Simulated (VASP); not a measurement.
# C (Pm-3m) in VASP: further runs

C is run at these levels: PBE; tasks: single point, relaxation of cell and atoms.

All numbers are computed with VASP 6.6.1; they aren't measurements. Logs are shortened: lines on timing, memory, paths and dates and some standing lists are left out, and cuts for length are marked.

## 1. The cell of the first run

Symmetry: Pm-3m, No. 221, cubic system. The conventional cell has a = 1.704 Å, b = 1.704 Å, c = 1.704 Å, α = 90.00°, β = 90.00°, γ = 90.00°. Within 2.3 Å of C (site symmetry m-3m) lie 6 C at 1.70 Å.

## 2. Single point, PBE

INCAR reads:

```
SYSTEM = C
ALGO = Normal
EDIFF = 1E-6
ENCUT = 520
GGA = PE
ISIF = 2
ISMEAR = -1
LASPH = .True.
LCHARG = .False.
LREAL = .False.
LWAVE = .False.
NBANDS = 8
NELM = 80
PREC = Accurate
SIGMA = 0.08
```

KPOINTS reads:

```
k-points
0
Gamma
  21 21 21
  0 0 0
```

POSCAR reads:

```
C
1.0
    1.7040434501      0.0000000000      0.0000000000
    0.0000000000      1.7040434501      0.0000000000
    0.0000000000      0.0000000000      1.7040434501
C
1
Direct
    0.0000000000      0.0000000000      0.0000000000
```

Potentials or basis: VASP PAW PBE potentials, release 64 (C).

Run with:

```bash
$ cat potpaw_PBE.64/C/POTCAR > POTCAR
$ mpirun -np 1 vasp_std > vasp.out
```

OUTCAR:

```text
SYSTEM = C
   EDIFF = 1E-6
   ENCUT = 520
   GGA = PE
   ISIF = 2
   ISMEAR = -1
   LASPH = .True.
   LREAL = .False.
   NELM = 80
   PREC = Accurate

 ion  position               nearest neighbor table
   1  0.000  0.000  0.000-

  LATTYP: Found a simple cubic cell.
 ALAT       =     1.7040434501

  Lattice vectors:

 A1 = (   1.7040434501,   0.0000000000,   0.0000000000)
 A2 = (   0.0000000000,   1.7040434501,   0.0000000000)
 A3 = (   0.0000000000,   0.0000000000,   1.7040434501)

Analysis of symmetry for initial positions (statically):
=====================================================================
 Subroutine PRICEL returns:
 Original cell was already a primitive cell.

 Routine SETGRP: Setting up the symmetry group for a
 simple cubic supercell.

 Subroutine GETGRP returns: Found 48 space group operations
 (whereof 48 operations were pure point group operations)
 out of a pool of 48 trial point group operations.

The static configuration has the point symmetry O_h .

Analysis of symmetry for dynamics (positions and initial velocities):
=====================================================================
 Subroutine PRICEL returns:
 Original cell was already a primitive cell.

 Routine SETGRP: Setting up the symmetry group for a
 simple cubic supercell.

 Subroutine GETGRP returns: Found 48 space group operations
 (whereof 48 operations were pure point group operations)
 out of a pool of 48 trial point group operations.

The dynamic configuration has the point symmetry O_h .

 Subroutine INISYM returns: Found 48 space group operations
 (whereof 48 operations are pure point group operations),
 and found     1 'primitive' translations

----------------------------------------------------------------------------------------

                                     Primitive cell

  volume of cell :       4.9481

  direct lattice vectors                    reciprocal lattice vectors
     1.704043450  0.000000000  0.000000000     0.586839496  0.000000000  0.000000000
     0.000000000  1.704043450  0.000000000     0.000000000  0.586839496  0.000000000
     0.000000000  0.000000000  1.704043450     0.000000000  0.000000000  0.586839496

  length of vectors
     1.704043450  1.704043450  1.704043450     0.586839496  0.586839496  0.586839496

  position of ions in fractional coordinates (direct lattice)
     0.000000000  0.000000000  0.000000000

  ion indices of the primitive-cell ions
   primitive index   ion index
                 1           1

----------------------------------------------------------------------------------------

 KPOINTS: k-points

Automatic generation of k-mesh.
 Grid dimensions read from file:
 generate k-points for:   21   21   21

 Generating k-lattice:

  Cartesian coordinates                     Fractional coordinates (reciprocal lattice)
     0.027944738  0.000000000  0.000000000     0.047619048  0.000000000  0.000000000
     0.000000000  0.027944738  0.000000000     0.000000000  0.047619048  0.000000000
     0.000000000  0.000000000  0.027944738     0.000000000  0.000000000  0.047619048

  Length of vectors
     0.027944738  0.027944738  0.027944738

  Shift w.r.t. Gamma in fractional coordinates (k-lattice)
     0.000000000  0.000000000  0.000000000

 Subroutine IBZKPT returns following result:
 ===========================================

 Found    286 irreducible k-points:

 Following reciprocal coordinates:
            Coordinates               Weight
  0.000000  0.000000  0.000000      1.000000
  0.047619  0.000000  0.000000      6.000000
  0.095238  0.000000  0.000000      6.000000
  0.142857  0.000000  0.000000      6.000000
  0.190476  0.000000  0.000000      6.000000
  0.238095  0.000000  0.000000      6.000000
[... 16 lines left out ...]
  0.142857  0.095238  0.000000     24.000000
  0.190476  0.095238  0.000000     24.000000
 [... further k-points ...]
   k-points           NKPTS =    286   k-points in BZ     NKDIM =    286   number of bands    NBANDS=      8
   number of dos      NEDOS =    301   number of ions     NIONS =      1
   total plane-waves  NPLWV =   2744
   dimension x,y,z NGX =    14 NGY =   14 NGZ =   14
   dimension x,y,z NGXF=    28 NGYF=   28 NGZF=   28
   ions per type =               1
   NGX,Y,Z   is equivalent  to a cutoff of  13.66, 13.66, 13.66 a.u.
   NGXF,Y,Z  is equivalent  to a cutoff of  27.32, 27.32, 27.32 a.u.
 SYSTEM =  C
   PREC   = accura    normal or accurate (medium, high low for compatibility)
   ISTART =      0    job   : 0-new  1-cont  2-samecut
   ICHARG =      2    charge: 1-file 2-atom 10-const
   ISPIN  =      1    spin polarized calculation?
   LNONCOLLINEAR =      F non collinear calculations
   LSORBIT =      F    spin-orbit coupling
   LASPH  =      T    aspherical Exc in radial PAW
   ENCUT  =  520.0 eV  38.22 Ry    6.18 a.u.   3.17  3.17  3.17*2*pi/ulx,y,z
   NELM   =     80;   NELMIN=  2; NELMDL= -5     # of ELM steps
   EDIFF  = 0.1E-05   stopping-criterion for ELM
   LREAL  =      F    real-space projection
   EDIFFG = 0.1E-04   stopping-criterion for IOM
   NSW    =      0    number of steps for IOM
   IBRION =     -1    ionic relax: 0-MD 1-quasi-New 2-CG
   NFREE  =      0    steps in history (QN), initial steepest desc. (CG)
   ISIF   =      2    stress and relaxation
   ISYM   =      2    0-nonsym 1-usesym 2-fastsym
   POTIM  = 0.5000    time-step for ionic-motion
   TEBEG  =    0.0;   TEEND  =   0.0 temperature during run
   PSTRESS=    0.0 pullay stress
   NELECT =       4.0000    total number of electrons
   NUPDOWN=      -1.0000    fix difference up-down
   EMIN   =  10.00;   EMAX   =-10.00  energy-range for DOS
   EFERMI =   0.00;   METHOD = LEGACY
   ISMEAR =    -1;   SIGMA  =   0.08  broadening in eV -4-tet -1-fermi 0-gaus
   EFERMI_NEDOS =   21; number of points for ismear=-14 and -15
   IALGO  =     38    algorithm
   IMIX   =      4    mixing-type and parameters
     AMIX     =   0.40;   BMIX     =  1.00
     AMIX_MAG =   1.60;   BMIX_MAG =  1.00
  volume/ion in A,a.u.               =       4.95        33.39
  Fermi-wavevector in a.u.,A,eV,Ry     =   1.525039  2.881905 31.643650  2.325743
  Thomas-Fermi vector in A             =   2.633263
   LORBIT       =      0    0 simple, 1 ext, 2 COOP (PROOUT), +10 PAW based schemes
   GGA     = PE    functional components
   LHFCALC =     F    Hartree Fock is set to
   AEXX    =    0.0000 exact exchange contribution
   IVDW    =     0    specifies the selected vdW correction
   LEPSILON=     F    determine dielectric tensor
   LRPA    =     F    only Hartree local field effects (RPA)
 non-spin polarized calculation
  energy-cutoff  :      520.00
  volume of cell :        4.95
 maximum number of plane-waves:       147
 NGX is ok and might be reduce to    14
   NGX =  7   NGY =  7   NGZ =  7

 number of electron       4.0000000 magnetization

 Free energy of the ion-electron system (eV)
  ---------------------------------------------------
  ext. energy  EPLUGINS =         0.00000000
  ---------------------------------------------------
  free energy    TOTEN  =        -6.37477239 eV

  energy without entropy =       -6.37023279  energy(sigma->0) =       -6.37250259

 E-fermi :  12.9963     XC(G=0): -14.4344

 val. band max:       12.9466591056   @ k =   0.2381   0.1905   0.0476
 cond. band min:      13.0022950953   @ k =   0.4286   0.3810   0.3333
 fundamental gap:      0.0556359896
 Fermi energy:        12.9963332232

 k-point     1 :       0.0000    0.0000    0.0000
  band No.  band energies     occupation
      1     -11.1728      2.00000
      2      23.1703      0.00000
      3      23.1703      0.00000
      4      23.1703      0.00000
      5      39.5804      0.00000
      6      39.5804      0.00000
      7      47.0718      0.00000
      8      73.2037      0.00000

 k-point     2 :       0.0476    0.0000    0.0000
  band No.  band energies     occupation
      1     -11.0769      2.00000
      2      22.3978      0.00000
      3      23.2397      0.00000
      4      23.2397      0.00000
      5      39.6892      0.00000
      6      40.4326      0.00000
      7      47.0473      0.00000
      8      72.5713      0.00000

 k-point     3 :       0.0952    0.0000    0.0000
  band No.  band energies     occupation
      1     -10.7895      2.00000
      2      20.4499      0.00000
      3      23.4408      0.00000
      4      23.4408      0.00000
      5      40.0145      0.00000
      6      42.5643      0.00000
      7      47.0062      0.00000
      8      70.8122      0.00000

 k-point     4 :       0.1429    0.0000    0.0000
  band No.  band energies     occupation
      1     -10.3109      2.00000
      2      17.9275      0.00000
      3      23.7660      0.00000
      4      23.7660      0.00000
      5      40.5535      0.00000
      6      45.0259      0.00000
      7      47.2533      0.00000
      8      68.3663      0.00000

 k-point     5 :       0.1905    0.0000    0.0000
  band No.  band energies     occupation
      1      -9.6420      2.00000
      2      15.1972      0.00000
      3      24.1991      0.00000
      4      24.1991      0.00000
      5      41.3005      0.00000
      6      45.9067      0.00000
      7      49.2381      0.00000
      8      65.6611      0.00000

 k-point     6 :       0.2381    0.0000    0.0000
  band No.  band energies     occupation
      1      -8.7828      2.00000
      2      12.4396      1.99810
      3      24.7193      0.00000
      4      24.7193      0.00000
      5      42.2452      0.00000
      6      45.7844      0.00000
      7      52.0740      0.00000
      8      62.9925      0.00000

 k-point     7 :       0.2857    0.0000    0.0000
  band No.  band energies     occupation
      1      -7.7351      2.00000
      2       9.7439      2.00000
      3      25.2860      0.00000
      4      25.2860      0.00000
      5      43.3686      0.00000
      6      45.5254      0.00000
      7      54.6552      0.00000
      8      60.5256      0.00000

 k-point     8 :       0.3333    0.0000    0.0000
  band No.  band energies     occupation
      1      -6.5002      2.00000
      2       7.1576      2.00000
      3      25.8537      0.00000
      4      25.8537      0.00000
      5      44.6349      0.00000
      6      45.2486      0.00000
      7      56.6677      0.00000
      8      58.3820      0.00000

 k-point     9 :       0.3810    0.0000    0.0000
  band No.  band energies     occupation
      1      -5.0801      2.00000
      2       4.7083      2.00000
      3      26.3660      0.00000
      4      26.3660      0.00000
      5      45.0059      0.00000
      6      45.9704      0.00000
      7      56.6637      0.00000
      8      56.6637      0.00000

 k-point    10 :       0.4286    0.0000    0.0000
  band No.  band energies     occupation
      1      -3.4780      2.00000
      2       2.4137      2.00000
      3      26.7604      0.00000
      4      26.7604      0.00000
      5      44.8303      0.00000
      6      47.2152      0.00000
      7      55.4573      0.00000
      8      55.4573      0.00000
[... 78 lines left out ...]
 k-point    18 :       0.3333    0.0476    0.0000
  band No.  band energies     occupation
      1      -6.4068      2.00000
      2       7.2310      2.00000
      3      25.3012      0.00000
      4      25.9133      0.00000
      5      44.7498      0.00000
      6      45.1642      0.00000
      7      56.5314      0.00000
      8      57.9112      0.00000

 k-point    19 :       0.3810    0.0476    0.0000
  band No.  band energies     occupation
      1      -4.9877      2.00000
      2       4.7870      2.00000
      3      25.8489      0.00000
      4      26.4267      0.00000
      5      44.3469      0.00000
      6      46.4692      0.00000
      7      55.8629      0.00000
      8      56.7667      0.00000

 k-point    20 :       0.4286    0.0476    0.0000
  band No.  band energies     occupation
      1      -3.3867      2.00000
      2       2.4962      2.00000
      3      26.2723      0.00000
      4      26.8182      0.00000
      5      44.0286      0.00000
      6      47.7134      0.00000
      7      54.5312      0.00000
      8      55.5648      0.00000

 k-point    21 :       0.4762    0.0476    0.0000
  band No.  band energies     occupation
      1      -1.6144      2.00000
      2       0.3771      2.00000
      3      26.5028      0.00000
      4      27.0328      0.00000
      5      43.8522      0.00000
      6      48.5831      0.00000
      7      53.6928      0.00000
      8      54.9430      0.00000

 k-point    22 :       0.0952    0.0952    0.0000
  band No.  band energies     occupation
      1     -10.4069      2.00000
      2      19.9215      0.00000
      3      21.6672      0.00000
      4      23.7092      0.00000
      5      41.7405      0.00000
      6      44.1506      0.00000
      7      46.7338      0.00000
      8      68.4142      0.00000

 k-point    23 :       0.1429    0.0952    0.0000
  band No.  band energies     occupation
      1      -9.9292      2.00000
      2      17.9153      0.00000
      3      21.5850      0.00000
      4      24.0317      0.00000
      5      42.5632      0.00000
      6      45.9668      0.00000
      7      47.0056      0.00000
      8      66.0744      0.00000

 k-point    24 :       0.1905    0.0952    0.0000
  band No.  band energies     occupation
      1      -9.2613      2.00000
      2      15.3341      0.00000
      3      21.9792      0.00000
      4      24.4613      0.00000
      5      43.3540      0.00000
      6      45.6431      0.00000
      7      49.7013      0.00000
      8      63.5911      0.00000

 [... further k-points ...]
[... 5 lines left out ...]
  --------------------------------------------------------------------------------------
  -------------------------------------------------------------------------------------
  Total        1.5289487      1.5289487      1.5289487     -0.0000000      0.0000000      0.0000000
  in kB      495.0641809    495.0641809    495.0641809     -0.0000000      0.0000000      0.0000000
  external PRESSURE =     495.0641809 kB  Pullay stress =       0.0000000 kB

 VOLUME and BASIS-vectors are now :
 -----------------------------------------------------------------------------
  energy-cutoff  :      520.00
  volume of cell :        4.95
      direct lattice vectors                 reciprocal lattice vectors
     1.704043450  0.000000000  0.000000000     0.586839496  0.000000000  0.000000000
     0.000000000  1.704043450  0.000000000     0.000000000  0.586839496  0.000000000
     0.000000000  0.000000000  1.704043450     0.000000000  0.000000000  0.586839496

 POSITION                                       TOTAL-FORCE (eV/Angst)
 -----------------------------------------------------------------------------------
      0.00000      0.00000      0.00000         0.000000      0.000000      0.000000
 -----------------------------------------------------------------------------------
    total drift:                                0.000000     -0.000000     -0.000000

  FREE ENERGIE OF THE ION-ELECTRON SYSTEM (eV)
  ---------------------------------------------------
  free  energy   TOTEN  =        -6.3747723945 eV

  energy  without entropy=       -6.3702327947  energy(sigma->0) =       -6.37250259
```

It took 7.6 s on 1 thread of Intel Xeon 8259CL, shared host; peak memory 0.11 GiB.

Results:

- Free energy: -6.3748 eV
- Pressure: 49.5 GPa
- Band gap on the k mesh: zero (band 2 reaches 23.17 eV, above the bottom of band 3 at 11.04 eV)

Levels at points of the mesh, in eV from the Fermi level:
```
           k point  band 1  band 2  band 3  band 4  band 5  band 6  band 7
(0.00, 0.00, 0.00)  -24.17   10.17   10.17   10.17   26.58   26.58   34.08
```

## 3. Single point, PBE

INCAR reads:

```
SYSTEM = C
PREC     = Accurate       ! precision mode
ENCUT    = 520            ! plane-wave cutoff, eV
EDIFF    = 1E-7           ! SCF threshold, eV
ISMEAR   = -1             ! smearing method
SIGMA    = 0.08           ! smearing width, eV
LREAL    = .FALSE.        ! projectors in reciprocal space
LASPH    = .TRUE.         ! aspherical terms in the spheres
NELM     = 100            ! most SCF steps
ALGO     = Normal         ! electronic algorithm
ISIF     = 2              ! what is computed and relaxed
LWAVE    = .FALSE.        ! write WAVECAR
LCHARG   = .TRUE.         ! write CHGCAR
GGA      = PE             ! functional
LELF     = .TRUE.         ! ELF
LVHAR    = .TRUE.       
NBANDS   = 8              ! bands
```

KPOINTS reads:

```
regular mesh
0
G
  21 21 21
  0 0 0
```

POSCAR reads:

```
C
1.0
    1.7041505332      0.0000000000      0.0000000000
    0.0000000000      1.7041505332      0.0000000000
    0.0000000000      0.0000000000      1.7041505332
C
1
Direct
    0.0000000000      0.0000000000      0.0000000000
```

Potentials or basis: VASP PAW PBE potentials, release 64 (C).

Run with:

```bash
$ cat potpaw_PBE.64/C/POTCAR > POTCAR
$ mpirun -np 1 vasp_std > vasp.out
```

Wall time 8.6 s (1 thread of Intel Xeon 8259CL, shared host); peak memory 0.11 GiB.

Results (log left out):

* Free energy: -6.3751 eV
* Pressure: 49.4 GPa
* Band gap on the k mesh: zero (band 2 reaches 23.17 eV, above the bottom of band 3 at 11.04 eV)

Levels at points of the mesh, in eV from the Fermi level:
```tsv
k point	band 1	band 2	band 3	band 4	band 5
(0.00, 0.00, 0.00)	-24.17	10.17	10.17	10.17	26.58
```

## 4. Relaxation of cell and atoms, PBE, target pressure 49 GPa, at which the enthalpy is minimised

INCAR reads:

```
SYSTEM = C
ALGO = Normal
EDIFF = 1E-6
EDIFFG = -0.005
ENCUT = 600
GGA = PE
IBRION = 2
ISIF = 3
ISMEAR = -1
LASPH = .TRUE.
LCHARG = .FALSE.
LREAL = .FALSE.
LWAVE = .FALSE.
NELM = 100
NSW = 32
PREC = Accurate
PSTRESS = 490.0
SIGMA = 0.08
```

KPOINTS reads:

```
k-points
0
G
  21 21 21
  0 0 0
```

POSCAR reads:

```
C
1.0
    1.7040434501      0.0000000000      0.0000000000
    0.0000000000      1.7040434501      0.0000000000
    0.0000000000      0.0000000000      1.7040434501
C
1
Direct
    0.0000000000      0.0000000000      0.0000000000
```

Run with:

```bash
$ cat potpaw_PBE.64/C/POTCAR > POTCAR
$ mpirun -np 1 vasp_std > vasp.out
```

It took 6.3 s on 1 thread of Intel Xeon 8259CL, shared host; peak memory 0.11 GiB.

It converged, with:

```
Free energy             : -6.3759 eV
Pressure after relaxing : 49.0 GPa
Band gap on the k mesh  : zero (band 2 reaches 23.17 eV, above the bottom of band 3 at 11.04 eV)
```

Final structure:
```cif
data_structure
_symmetry_space_group_name_H-M 'P 1'
_symmetry_Int_Tables_number 1
_cell_length_a 1.7040
_cell_length_b 1.7040
_cell_length_c 1.7040
_cell_angle_alpha 90.000
_cell_angle_beta 90.000
_cell_angle_gamma 90.000
_cell_volume 4.95
loop_
_atom_site_label
_atom_site_type_symbol
_atom_site_fract_x
_atom_site_fract_y
_atom_site_fract_z
_atom_site_occupancy
C1 C 0.00000 0.00000 0.00000 1
```

Levels at points of the mesh, in eV from the Fermi level:
```csv
k point,band 1,band 2,band 3,band 4,band 5
"(0.00, 0.00, 0.00)",-24.17,10.17,10.17,10.17,26.58
```

Caveat: the relaxation stopped at its first step, so nothing moved; the cell is relaxed towards a set pressure, so the enthalpy falls and the energy may rise.

(Continued in part 2 of 2.)
